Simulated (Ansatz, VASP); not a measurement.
# Pd in VASP and in Ansatz

Contents of INCAR:

```
SYSTEM = Pd
  PREC = Accurate
  ENCUT = 500
  EDIFF = 1E-6
  ISMEAR = 0
  SIGMA = 0.1
  LREAL = .False.
  LASPH = .True.
  NELM = 120
  ALGO = Normal
  ISIF = 2
  LWAVE = .False.
  LCHARG = .True.
  GGA = PS
  LELF = .True.
  LVHAR = .True.
  NBANDS = 11
  GGA_COMPAT = .False.
```

Contents of KPOINTS:

```
regular mesh
0
Gamma
  18 18 18
  0 0 0
```

The input POSCAR:

```
Pd
1.0
    0.0000000000      1.8812239740      1.8812239740
    1.8812239740      0.0000000000      1.8812239740
    1.8812239740      1.8812239740      0.0000000000
Pd
1
Direct
    0.0000000000      0.0000000000      0.0000000000
```

Input for Ansatz:

```yaml
crystal:
  lattice:
    - [0.0, 1.881223974, 1.881223974]
    - [1.881223974, 0.0, 1.881223974]
    - [1.881223974, 1.881223974, 0.0]
  atoms:
    - { symbol: Pd, position: [0.0, 0.0, 0.0] }
basis:
  ecutwfc: 420
kpoints:
  mp_grid: { grid: [18, 18, 18] }
hamiltonian:
  xc: pbesol
scf:
  occupations: { method: gaussian, width: 0.1 }
output:
  forces: true
  stress: true
  eigenvalues: true
```

Alike in both runs: task single point; functional PBEsol; k mesh 18 × 18 × 18; occupations gaussian, width 0.1 eV; no spin polarisation.

```csv
,VASP,Ansatz
version,VASP 6.6.1,Ansatz 0.2.0
potentials or method,"VASP PAW PBE potentials, release 64 (Pd), cutoff 500 eV","scalar-relativistic, plane waves, PAW"
valence electrons in the cell,10,18
```

|  | VASP | Ansatz | Ansatz less VASP |
| --- | --- | --- | --- |
| gap on the k mesh at the Fermi level (eV) | none | none | - |
| pressure (GPa) | 22.6 | 23.0 | +0.41 |

VASP's potentials were made for PBE, not for PBEsol. A gap of «none» marks a metal or a gap that the smearing closes. VASP's potentials hold 10 valence electrons a cell and Ansatz's 18, so a difference there can come from the potentials and not from the codes.
